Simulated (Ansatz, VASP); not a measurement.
## Mg in VASP and in Ansatz

File INCAR:

```
  ALGO = Normal
  EDIFF = 1E-6
  ENCUT = 600
  GGA = PE
  GGA_COMPAT = F
  ISIF = 2
  ISMEAR = 0
  LASPH = T
  LCHARG = F
  LREAL = F
  LWAVE = F
  NBANDS = 7
  NELM = 120
  PREC = Accurate
  SIGMA = 0.1
```

File KPOINTS:

```
k-points
0
Gamma
  6 6 6
```

The input POSCAR:

```
Mg
1.0
   -2.0291552988      2.0291552988      1.8560931926
    2.0291552988     -2.0291552988      1.8560931926
    2.0291552988      2.0291552988     -1.8560931926
Mg
1
Direct
    0.0000000000      0.0000000000      0.0000000000
```

Input for Ansatz:

```yaml
crystal:
  lattice:
    - [-2.0291552988, 2.0291552988, 1.8560931926]
    - [2.0291552988, -2.0291552988, 1.8560931926]
    - [2.0291552988, 2.0291552988, -1.8560931926]
  atoms:
    - { symbol: Mg, position: [0.0, 0.0, 0.0] }
basis:
  ecutwfc: 420
kpoints:
  mp_grid: { grid: [6, 6, 6] }
hamiltonian:
  xc: pbe
scf:
  occupations: { method: gaussian, width: 0.1 }
output:
  forces: true
  stress: true
  eigenvalues: true
```

Alike in both runs: task single point; functional PBE; k mesh 6 × 6 × 6; occupations gaussian, width 0.1 eV; no spin polarisation.

```csv
,VASP,Ansatz
version,VASP 6.6.1,Ansatz 0.2.0
potentials or method,"VASP PAW PBE potentials, release 64 (Mg), cutoff 600 eV","scalar-relativistic, plane waves, PAW"
valence electrons in the cell,2,10
```

Ansatz gave:

- gap on the k mesh at the Fermi level (eV): none
- pressure (GPa): -5.6
- traceless stress, the component that is largest in VASP (GPa): 2.13

Q: What did VASP give for the same quantities?

A: gap on the k mesh at the Fermi level (eV): none; pressure (GPa): -5.7; traceless stress, the component that is largest in VASP (GPa): 2.13.

A gap of «none» marks a metal or a gap that the smearing closes. VASP's potentials hold 2 valence electrons a cell and Ansatz's 10, so a difference there can come from the potentials and not from the codes.

The k mesh is coarse, so the values compare programs but aren't converged.
